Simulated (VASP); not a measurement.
Crystal: In2GeO6.

```
In Ge O
1.0
     0.00000    3.84086    3.84086
     3.84086    0.00000    3.84086
     3.84086    3.84086    0.00000
In Ge O
2 1 6
Direct
  0.25000 0.25000 0.25000
  0.75000 0.75000 0.75000
  0.00000 0.00000 0.00000
  0.76500 0.23500 0.23500
  0.23500 0.76500 0.23500
  0.23500 0.76500 0.76500
  0.76500 0.23500 0.76500
  0.23500 0.23500 0.76500
  0.76500 0.76500 0.23500
```

The cell was built from a structure type or drawn by symmetry, and may not be a known phase.

| Quantity | Value |
| --- | --- |
| Program | VASP 6.6.1 |
| Task | relaxation of cell and atoms |
| Functional | PBE |
| Potentials or basis | VASP PAW PBE potentials, release 64 (In_d, Ge_d, O) |
| Cutoff | 600 eV |
| k mesh | 4 × 4 × 4 |
| Occupations | gaussian, width 0.1 eV |
| Spin | no spin polarisation |

At the start: pressure -2.8 GPa; volume 12.59 Å³/atom.

Task: How do energy, volume and symmetry change on relaxing?

Result: Over 7 steps the energy falls by 92.0 meV/atom and the volume is 11.19 Å³/atom (-11.1 %); space group Fm-3m (No. 225, to 0.1 Å) before and after.

The path:
| step | energy change (eV) | largest force (eV/Å) | pressure (GPa) | volume (Å³) |
| --- | --- | --- | --- | --- |
| 1 | 0.0000 | 1.9280 | -2.78 | 113.32 |
| 2 | -0.5685 | 0.2804 | -8.99 | 109.77 |
| 3 | -0.5694 | 0.3574 | -9.17 | 109.63 |
| 4 | -0.7690 | 0.1969 | 4.27 | 96.95 |
| 5 | -0.8226 | 0.2232 | -0.63 | 100.60 |
| 6 | -0.8262 | 0.1264 | 0.32 | 100.78 |
| 7 | -0.8279 | 0.0005 | -0.04 | 100.71 |

Final structure:
```
In Ge O
1.0
     0.00000    3.69279    3.69279
     3.69279    0.00000    3.69279
     3.69279    3.69279    0.00000
In Ge O
2 1 6
Direct
  0.25000 0.25000 0.25000
  0.75000 0.75000 0.75000
  0.00000 0.00000 0.00000
  0.75007 0.24993 0.24993
  0.24993 0.75007 0.24993
  0.24993 0.75007 0.75007
  0.75007 0.24993 0.75007
  0.24993 0.24993 0.75007
  0.75007 0.75007 0.24993
```
